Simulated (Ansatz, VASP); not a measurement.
## Two plane-wave programs on SiC

File INCAR:

```
PREC = Accurate
ENCUT = 600
EDIFF = 1E-6
ISMEAR = 0
SIGMA = 0.02
LREAL = False
LASPH = True
NELM = 120
ALGO = Normal
ISIF = 2
LWAVE = False
LCHARG = False
GGA = PS
NBANDS = 16
GGA_COMPAT = False
```

KPOINTS

```
Automatic mesh
0
Gamma
  8 6 10
```

File POSCAR:

```
SiC
1.0
    3.1807798076      0.0000000000      0.0000000000
    0.0000000000      4.4983018932      0.0000000000
    0.0000000000      0.0000000000      3.0549703588
Si C
2 2
Direct
    0.0000000000      0.0014885439      0.0000000000
    0.5000000000      0.5014885439      0.5000000000
    0.5000000000      0.2485114561      0.0000000000
    1.0000000000      0.7485114561      0.5000000000
```

Input for Ansatz:

```yaml
crystal:
  lattice:
    - [3.1807798076, 0.0, 0.0]
    - [0.0, 4.4983018932, 0.0]
    - [0.0, 0.0, 3.0549703588]
  atoms:
    - { symbol: Si, position: [0.0, 0.0014885439, 0.0] }
    - { symbol: C, position: [0.5, 0.2485114561, 0.0] }
    - { symbol: Si, position: [0.5, 0.5014885439, 0.5] }
    - { symbol: C, position: [1.0, 0.7485114561, 0.5] }
basis:
  ecutwfc: 420
kpoints:
  mp_grid: { grid: [8, 6, 10] }
  band_path:
    path:
      - [[0.0, 0.0, 0.0], [0.0, -1.0, 0.0], [0.0, -1.0, 0.26938539]]
      - [[0.0, 0.0, 0.73061461], [0.0, 0.0, 0.0], [-0.75000001, 0.0, 0.0]]
      - [[-0.24999999, -1.0, 0.0], [0.0, -1.0, 0.0]]
      - [[0.0, 0.0, 0.0], [0.0, -0.5, 0.5], [-0.5, -0.5, 0.5], [-0.5, -0.5, 0.0], [0.0, 0.0, 0.0], [-0.5, 0.0, 0.5], [-0.5, -0.5, 0.5]]
    npoints: 10
hamiltonian:
  xc: pbesol
  pseudopotentials: { kind: paw, azcp: { folder: soft_1 } }
scf:
  occupations: { method: gaussian, width: 0.02 }
  n_extra_bands: 8
output:
  forces: true
  stress: true
  eigenvalues: true
```

Alike in both runs: task single point; functional PBEsol; k mesh 8 × 6 × 10; occupations gaussian, width 0.02 eV; no spin polarisation.

|  | VASP | Ansatz |
| --- | --- | --- |
| version | VASP 6.6.1 | Ansatz 0.2.0 |
| potentials or method | VASP PAW PBE potentials, release 64 (Si, C), cutoff 600 eV | scalar-relativistic, plane waves, PAW |
| valence electrons in the cell | 16 | 16 |

```csv
,VASP,Ansatz,Ansatz less VASP
gap on the k mesh at the Fermi level (eV),0.99,1.00,+0.011
least direct gap on the mesh (eV),1.09,1.10,+0.011
pressure (GPa),-10.7,-10.9,-0.19
```

VASP's potentials were made for PBE, not for PBEsol, and Ansatz warns of the same on its side.
